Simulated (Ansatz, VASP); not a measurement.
# Two plane-wave programs on In3Se

```
CELL_PARAMETERS angstrom
4.52676 0.00000 0.00000
0.00000 4.52676 0.00000
0.00000 0.00000 4.71190
ATOMIC_POSITIONS crystal
In 0.00000 0.50000 0.50000
In 0.50000 0.00000 0.50000
In 0.50000 0.50000 0.00000
Se 0.00000 0.00000 0.00000
```

Alike in both runs: task single point; functional PBEsol; dispersion D3(BJ); k mesh 10 × 10 × 10; occupations gaussian, width 0.15 eV; no spin polarisation.

```csv
,VASP,Ansatz
version,VASP 6.6.1,Ansatz 0.2.0
potentials or method,"VASP PAW PBE potentials, release 64 (In_d, Se), cutoff 520 eV","scalar-relativistic, plane waves, PAW"
valence electrons in the cell,45,55
```

|  | VASP | Ansatz | Ansatz less VASP |
| --- | --- | --- | --- |
| gap on the k mesh at the Fermi level (eV) | none | none | - |
| pressure (GPa) | 0.0 | 0.0 | 0.00 |
| traceless stress, the component that is largest in VASP (GPa) | -0.15 | -0.15 | -0.001 |

VASP's potentials were made for PBE, not for PBEsol, and Ansatz warns of the same on its side. A gap of «none» marks a metal or a gap that the smearing closes. VASP's potentials hold 45 valence electrons a cell and Ansatz's 55, so a difference there can come from the potentials and not from the codes.
